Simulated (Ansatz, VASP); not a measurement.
# Na4TaN3: VASP beside Ansatz

INCAR

```
ALGO = Normal ; EDIFF = 1E-6
ENCUT = 520 ; GGA = PE
ISIF = 2 ; ISMEAR = 0
ISPIN = 2 ; LASPH = True
LCHARG = False ; LMAXMIX = 4
LORBIT = 11 ; LREAL = False
LWAVE = False ; MAGMOM = 0 0 0 0 1 0 0 0
NBANDS = 41 ; NELM = 150
PREC = Accurate ; SIGMA = 0.1
```

Contents of KPOINTS:

```
k-points
0
Gamma
  4 4 4
```

POSCAR

```
Na4TaN3
1.0
    5.2625374700      0.0000000000      0.0000000000
    0.0000000000      5.2625374700      0.0000000000
    0.0000000000      0.0000000000      5.2625374700
Na Ta N
4 1 3
Direct
    0.6781746800      0.6781746800      0.6781746800
    0.3218253200      0.3218253200      0.6781746800
    0.3218253200      0.6781746800      0.3218253200
    0.6781746800      0.3218253200      0.3218253200
    0.0000000000      0.0000000000      0.0000000000
    0.0000000000      0.5000000000      0.5000000000
    0.5000000000      0.0000000000      0.5000000000
    0.5000000000      0.5000000000      0.0000000000
```

Input for Ansatz:

```yaml
crystal:
  lattice:
    - [5.26253747, 0.0, 0.0]
    - [0.0, 5.26253747, 0.0]
    - [0.0, 0.0, 5.26253747]
  atoms:
    - { symbol: Na, position: [0.67817468, 0.67817468, 0.67817468] }
    - { symbol: Na, position: [0.32182532, 0.32182532, 0.67817468] }
    - { symbol: Na, position: [0.32182532, 0.67817468, 0.32182532] }
    - { symbol: Na, position: [0.67817468, 0.32182532, 0.32182532] }
    - { symbol: Ta, position: [0.0, 0.0, 0.0], spin: 1.0 }
    - { symbol: "N", position: [0.0, 0.5, 0.5] }
    - { symbol: "N", position: [0.5, 0.0, 0.5] }
    - { symbol: "N", position: [0.5, 0.5, 0.0] }
basis:
  ecutwfc: 420
kpoints:
  mp_grid: { grid: [4, 4, 4] }
hamiltonian:
  xc: pbe
scf:
  occupations: { method: gaussian, width: 0.1 }
  lower_state_search: "off"
output:
  forces: true
  stress: true
  eigenvalues: true
  populations: true
magnetization:
  spin_polarized: true
```

Alike in both runs: task single point; functional PBE; k mesh 4 × 4 × 4; occupations gaussian, width 0.1 eV; collinear spin.

|  | VASP | Ansatz |
| --- | --- | --- |
| version | VASP 6.6.1 | Ansatz 0.2.0 |
| potentials or method | VASP PAW PBE potentials, release 64 (Na_pv, Ta_pv, N), cutoff 520 eV | scalar-relativistic, plane waves, PAW |
| valence electrons in the cell | 54 | 64 |

```tsv
	VASP	Ansatz	Ansatz less VASP
gap on the k mesh at the Fermi level (eV)	none	none	-
pressure (GPa)	5.8	7.8	+1.96
rms of the force components (eV/Å)	0.246	0.329	+0.0833
net moment per atom (μB)	0.00	0.00	0.000
size of the moment on the site where the two differ most (μB)	0.01	2.44	+2.435
```

Site moments also hang on the region over which each program counts them. Atom by atom the forces differ by 0.083 eV/Å (rms over components). A gap of «none» marks a metal or a gap that the smearing closes. VASP's potentials hold 54 valence electrons a cell and Ansatz's 64, so a difference there can come from the potentials and not from the codes. Ansatz's warnings: seeded moment not kept.

Neither program's run includes spin-orbit coupling.
